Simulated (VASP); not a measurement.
# MnS (F-43m) in VASP: a series of runs

Runs on MnS. Level: PBE. Tasks: single point, electric field gradients.

All numbers are computed with VASP 6.6.1; they aren't measurements. Logs are shortened: lines on timing, memory, paths and dates and some standing lists are left out, and cuts for length are marked.

**1. The cell of the first run**

The structure is cubic, space group F-43m (No. 216). The conventional cell has a = 5.600 Å, b = 5.600 Å, c = 5.600 Å, α = 90.00°, β = 90.00°, γ = 90.00°. Within 3.2 Å of Mn (site symmetry -43m) lie 4 S at 2.42 Å. S (site symmetry -43m) has 4 Mn at 2.42 Å within 3.2 Å.

**2. Single point, PBE, collinear spin, ferromagnetic start**

The input, POSCAR:

```
MnS
1.0
    0.0000000000      2.8000000000      2.8000000000
    2.8000000000      0.0000000000      2.8000000000
    2.8000000000      2.8000000000      0.0000000000
Mn S
1 1
Direct
    0.0000000000      0.0000000000      0.0000000000
    0.7500000000      0.7500000000      0.7500000000
```

The input, INCAR.step1:

```
  ALGO = Normal
  EDIFF = 1E-6
  ENCUT = 520
  GGA = PE
  ISIF = 2
  ISMEAR = -1
  ISPIN = 2
  LASPH = T
  LCHARG = T
  LMAXMIX = 4
  LREAL = F
  LWAVE = F
  MAGMOM = 4 0
  NBANDS = 20
  NELM = 150
  PREC = Accurate
  SIGMA = 0.05
```

The input, KPOINTS.step1:

```
k-points
0
Gamma
  10 10 10
```

The input, INCAR.step2:

```
  ALGO = Normal
  EDIFF = 1E-6
  ENCUT = 520
  GGA = PE
  ICHARG = 11
  ISIF = 2
  ISMEAR = -5
  ISPIN = 2
  LASPH = T
  LCHARG = F
  LMAXMIX = 4
  LORBIT = 11
  LREAL = F
  LWAVE = F
  MAGMOM = 4 0
  NBANDS = 20
  NEDOS = 2001
  NELM = 150
  PREC = Accurate
  SIGMA = 0.05
```

The input, KPOINTS.step2:

```
k-points
0
Gamma
  15 15 15
```

Potentials or basis: VASP PAW PBE potentials, release 64 (Mn_pv, S).

On the command line:

```
$ cat potpaw_PBE.64/Mn_pv/POTCAR potpaw_PBE.64/S/POTCAR > POTCAR
$ cp INCAR.step1 INCAR
$ cp KPOINTS.step1 KPOINTS
$ mpirun -np 1 vasp_std > vasp.out
$ cp INCAR.step2 INCAR
$ cp KPOINTS.step2 KPOINTS
$ mpirun -np 1 vasp_std > vasp.out
```

OUTCAR:

```text
EDIFF = 1E-6
   ENCUT = 520
   GGA = PE
   ICHARG = 11
   ISIF = 2
   ISMEAR = -5
   ISPIN = 2
   LASPH = T
   LORBIT = 11
   LREAL = F
   NELM = 150
   PREC = Accurate

 ion  position               nearest neighbor table
   1  0.000  0.000  0.000-   2 2.42   2 2.42   2 2.42   2 2.42
   2  0.750  0.750  0.750-   1 2.42   1 2.42   1 2.42   1 2.42

  LATTYP: Found a face centered cubic cell.
 ALAT       =     5.6000000000

  Lattice vectors:

 A1 = (   0.0000000000,   2.8000000000,   2.8000000000)
 A2 = (   2.8000000000,   0.0000000000,   2.8000000000)
 A3 = (   2.8000000000,   2.8000000000,   0.0000000000)

Analysis of symmetry for initial positions (statically):
=====================================================================
 Subroutine PRICEL returns:
 Original cell was already a primitive cell.

 Routine SETGRP: Setting up the symmetry group for a
 face centered cubic supercell.

 Subroutine GETGRP returns: Found 24 space group operations
 (whereof 24 operations were pure point group operations)
 out of a pool of 48 trial point group operations.

The static configuration has the point symmetry T_d .

Analysis of symmetry for dynamics (positions and initial velocities):
=====================================================================
 Subroutine PRICEL returns:
 Original cell was already a primitive cell.

 Routine SETGRP: Setting up the symmetry group for a
 face centered cubic supercell.

 Subroutine GETGRP returns: Found 24 space group operations
 (whereof 24 operations were pure point group operations)
 out of a pool of 48 trial point group operations.

The dynamic configuration has the point symmetry T_d .

Analysis of structural, dynamic, and magnetic symmetry:
=====================================================================
 Subroutine PRICEL returns:
 Original cell was already a primitive cell.

 Routine SETGRP: Setting up the symmetry group for a
 face centered cubic supercell.

 Subroutine GETGRP returns: Found 24 space group operations
 (whereof 24 operations were pure point group operations)
 out of a pool of 48 trial point group operations.

The overall configuration has the point symmetry T_d .

 Subroutine INISYM returns: Found 24 space group operations
 (whereof 24 operations are pure point group operations),
 and found     1 'primitive' translations

----------------------------------------------------------------------------------------

                                     Primitive cell

  volume of cell :      43.9040

  direct lattice vectors                    reciprocal lattice vectors
     0.000000000  2.800000000  2.800000000    -0.178571429  0.178571429  0.178571429
     2.800000000  0.000000000  2.800000000     0.178571429 -0.178571429  0.178571429
     2.800000000  2.800000000  0.000000000     0.178571429  0.178571429 -0.178571429

  length of vectors
     3.959797975  3.959797975  3.959797975     0.309294787  0.309294787  0.309294787

  position of ions in fractional coordinates (direct lattice)
     0.000000000  0.000000000  0.000000000
     0.750000000  0.750000000  0.750000000

  ion indices of the primitive-cell ions
   primitive index   ion index
                 1           1
                 2           2

----------------------------------------------------------------------------------------

 KPOINTS: k-points

Automatic generation of k-mesh.
 Grid dimensions read from file:
 generate k-points for:   15   15   15

 Generating k-lattice:

  Cartesian coordinates                     Fractional coordinates (reciprocal lattice)
    -0.011904762  0.011904762  0.011904762     0.066666667  0.000000000  0.000000000
     0.011904762 -0.011904762  0.011904762     0.000000000  0.066666667  0.000000000
     0.011904762  0.011904762 -0.011904762     0.000000000  0.000000000  0.066666667

  Length of vectors
     0.020619652  0.020619652  0.020619652

  Shift w.r.t. Gamma in fractional coordinates (k-lattice)
     0.000000000  0.000000000  0.000000000

 TETIRR: Found    484 inequivalent tetrahedra from    20250

 Subroutine IBZKPT returns following result:
 ===========================================

 Found    120 irreducible k-points:

 Following reciprocal coordinates:
            Coordinates               Weight
  0.000000  0.000000  0.000000      1.000000
  0.066667  0.000000  0.000000      8.000000
  0.133333  0.000000  0.000000      8.000000
  0.200000  0.000000  0.000000      8.000000
  0.266667  0.000000  0.000000      8.000000
  0.333333  0.000000  0.000000      8.000000
[... 16 lines left out ...]
  0.133333  0.133333  0.000000      6.000000
  0.200000  0.133333  0.000000     24.000000
 [... further k-points ...]
   k-points           NKPTS =    120   k-points in BZ     NKDIM =    120   number of bands    NBANDS=     20
   number of dos      NEDOS =   2001   number of ions     NIONS =      2
   total plane-waves  NPLWV =  27000
   dimension x,y,z NGX =    30 NGY =   30 NGZ =   30
   dimension x,y,z NGXF=    60 NGYF=   60 NGZF=   60
   ions per type =               1   1
   NGX,Y,Z   is equivalent  to a cutoff of  12.60, 12.60, 12.60 a.u.
   NGXF,Y,Z  is equivalent  to a cutoff of  25.19, 25.19, 25.19 a.u.
 SYSTEM =  unknown system
   PREC   = accura    normal or accurate (medium, high low for compatibility)
   ISTART =      0    job   : 0-new  1-cont  2-samecut
   ICHARG =     11    charge: 1-file 2-atom 10-const
   ISPIN  =      2    spin polarized calculation?
   LNONCOLLINEAR =      F non collinear calculations
   LSORBIT =      F    spin-orbit coupling
   LASPH  =      T    aspherical Exc in radial PAW
   ENCUT  =  520.0 eV  38.22 Ry    6.18 a.u.   7.36  7.36  7.36*2*pi/ulx,y,z
   NELM   =    150;   NELMIN=  2; NELMDL=  0     # of ELM steps
   EDIFF  = 0.1E-05   stopping-criterion for ELM
   LREAL  =      F    real-space projection
   EDIFFG = 0.1E-04   stopping-criterion for IOM
   NSW    =      0    number of steps for IOM
   IBRION =     -1    ionic relax: 0-MD 1-quasi-New 2-CG
   NFREE  =      0    steps in history (QN), initial steepest desc. (CG)
   ISIF   =      2    stress and relaxation
   ISYM   =      2    0-nonsym 1-usesym 2-fastsym
   POTIM  = 0.5000    time-step for ionic-motion
   TEBEG  =    0.0;   TEEND  =   0.0 temperature during run
   PSTRESS=    0.0 pullay stress
   NELECT =      19.0000    total number of electrons
   NUPDOWN=      -1.0000    fix difference up-down
   EMIN   =  10.00;   EMAX   =-10.00  energy-range for DOS
   EFERMI =   0.00;   METHOD = LEGACY
   ISMEAR =    -5;   SIGMA  =   0.05  broadening in eV -4-tet -1-fermi 0-gaus
   EFERMI_NEDOS =   21; number of points for ismear=-14 and -15
   IALGO  =     38    algorithm
   IMIX   =      4    mixing-type and parameters
     AMIX     =   0.40;   BMIX     =  1.00
     AMIX_MAG =   1.60;   BMIX_MAG =  1.00
  volume/ion in A,a.u.               =      21.95       148.14
  Fermi-wavevector in a.u.,A,eV,Ry     =   1.238297  2.340041 20.862879  1.533378
  Thomas-Fermi vector in A             =   2.372828
   LORBIT       =     11    0 simple, 1 ext, 2 COOP (PROOUT), +10 PAW based schemes
   GGA     = PE    functional components
   LHFCALC =     F    Hartree Fock is set to
   AEXX    =    0.0000 exact exchange contribution
   IVDW    =     0    specifies the selected vdW correction
   LEPSILON=     F    determine dielectric tensor
   LRPA    =     F    only Hartree local field effects (RPA)
 spin polarized calculation
 Fermi weights with tetrahedron method with Bloechl corrections
  energy-cutoff  :      520.00
  volume of cell :       43.90
 maximum number of plane-waves:      1243
 NGX is ok and might be reduce to    30

 number of electron      18.9999987 magnetization       4.9194905

 Free energy of the ion-electron system (eV)
  ---------------------------------------------------
  ext. energy  EPLUGINS =         0.00000000
  ---------------------------------------------------
  free energy    TOTEN  =       -14.07986489 eV

  energy without entropy =      -14.07986489  energy(sigma->0) =      -14.07986489

 E-fermi :   4.5413     XC(G=0):  -9.3148

 val. band max:        4.5900790185   @ k =   0.1333   0.0000   0.0000
 cond. band min:       4.5332905046   @ k =  -0.3333   0.4667   0.1333
 fundamental gap:     -0.0567885139
 Fermi energy:         4.5412603254

 spin component 1

 k-point     1 :       0.0000    0.0000    0.0000
  band No.  band energies     occupation
      1     -46.2412      1.00000
      2     -46.2412      1.00000
      3     -46.2412      1.00000
      4      -9.3910      1.00000
      5      -0.3585      1.00000
      6      -0.3585      1.00000
[... 12 lines left out ...]
     19      16.5415      0.00000
     20      17.1707      0.00000

 k-point     2 :       0.0667    0.0000    0.0000
  band No.  band energies     occupation
      1     -46.2414      1.00000
      2     -46.2413      1.00000
      3     -46.2412      1.00000
      4      -9.3647      1.00000
      5      -0.4018      1.00000
      6      -0.3472      1.00000
[... 498 lines left out ...]
 k-point    24 :       0.2000    0.1333    0.0000
  band No.  band energies     occupation
      1     -46.2421      1.00000
      2     -46.2415      1.00000
      3     -46.2415      1.00000
      4      -9.1694      1.00000
      5      -0.6959      1.00000
      6      -0.2560      1.00000
[... 12 lines left out ...]
     19      17.2720      0.00000
     20      18.4999      0.00000

 [... further k-points ...]

 spin component 2

 k-point     1 :       0.0000    0.0000    0.0000
  band No.  band energies     occupation
      1     -41.6534      1.00000
      2     -41.6534      1.00000
      3     -41.6534      1.00000
      4      -9.0811      1.00000
      5       1.2095      1.00000
      6       1.2095      1.00000
[... 12 lines left out ...]
     19      17.3916      0.00000
     20      18.1291      0.00000

 k-point     2 :       0.0667    0.0000    0.0000
  band No.  band energies     occupation
      1     -41.6536      1.00000
      2     -41.6534      1.00000
      3     -41.6534      1.00000
      4      -9.0564      1.00000
      5       1.1067      1.00000
      6       1.2140      1.00000
[... 498 lines left out ...]
 k-point    24 :       0.2000    0.1333    0.0000
  band No.  band energies     occupation
      1     -41.6547      1.00000
      2     -41.6538      1.00000
      3     -41.6538      1.00000
      4      -8.8730      1.00000
      5       0.5628      1.00000
      6       1.1985      1.00000
[... 12 lines left out ...]
     19      18.1122      0.00000
     20      19.4486      0.00000

 [... further k-points ...]
[... 5 lines left out ...]
  --------------------------------------------------------------------------------------
  -------------------------------------------------------------------------------------
  Total        0.3758959      0.3758959      0.3758959     -0.0000000      0.0000000      0.0000000
  in kB       13.7174712     13.7174712     13.7174712     -0.0000000      0.0000000      0.0000000
  external PRESSURE =      13.7174712 kB  Pullay stress =       0.0000000 kB

 VOLUME and BASIS-vectors are now :
 -----------------------------------------------------------------------------
  energy-cutoff  :      520.00
  volume of cell :       43.90
      direct lattice vectors                 reciprocal lattice vectors
     0.000000000  2.800000000  2.800000000    -0.178571429  0.178571429  0.178571429
     2.800000000  0.000000000  2.800000000     0.178571429 -0.178571429  0.178571429
     2.800000000  2.800000000  0.000000000     0.178571429  0.178571429 -0.178571429

 POSITION                                       TOTAL-FORCE (eV/Angst)
 -----------------------------------------------------------------------------------
      0.00000      0.00000      0.00000        -0.000000      0.000000     -0.000000
      4.20000      4.20000      4.20000         0.000000     -0.000000      0.000000
 -----------------------------------------------------------------------------------
    total drift:                                0.000000      0.000000      0.000000

  FREE ENERGIE OF THE ION-ELECTRON SYSTEM (eV)
  ---------------------------------------------------
  free  energy   TOTEN  =       -14.0798648873 eV

  energy  without entropy=      -14.0798648873  energy(sigma->0) =      -14.07986489

 total charge

# of ion       s       p       d       tot
------------------------------------------
    1        0.261   6.212   4.899  11.372
    2        1.315   2.454   0.000   3.768
--------------------------------------------------
tot          1.575   8.666   4.899  15.140

 magnetization (x)

# of ion       s       p       d       tot
------------------------------------------
    1        0.049   0.066   4.229   4.344
    2        0.012   0.080   0.000   0.092
--------------------------------------------------
tot          0.061   0.146   4.229   4.436
```

Run time: 86 s. Hardware: 1 thread of Intel Xeon 6975P-C (Granite Rapids), shared host; peak memory 0.29 GiB.

What came out:

```
Net moment                                            : 4.92 μB per cell
Site moments                                          : Mn +4.34; S +0.09 μB
Valence electrons inside the program's atomic spheres : Mn 11.37; S 3.77
```

Levels at points of the mesh, in eV from the Fermi level:
Spin up:
```tsv
k point	band 8	band 9	band 10	band 11	band 12	band 13	band 14	band 15	band 16	band 17
(0.00, 0.00, 0.00)	-3.22	-3.22	0.22	0.22	0.22	0.93	5.82	5.82	5.82	10.64
```
Spin down:
```csv
k point,band 5,band 6,band 7,band 8,band 9,band 10
"(0.00, 0.00, 0.00)",-3.33,-3.33,-3.33,0.82,0.82,1.95
```

Caveat: a cell with one magnetic atom can't hold antiferromagnetic order, which such compounds often take; semilocal functionals often make such compounds metallic where correlation or magnetic order opens a gap, which also shifts bond lengths; tetrahedron occupations give inexact forces and stress in metals.

(Part 1 of 2 ends here.)
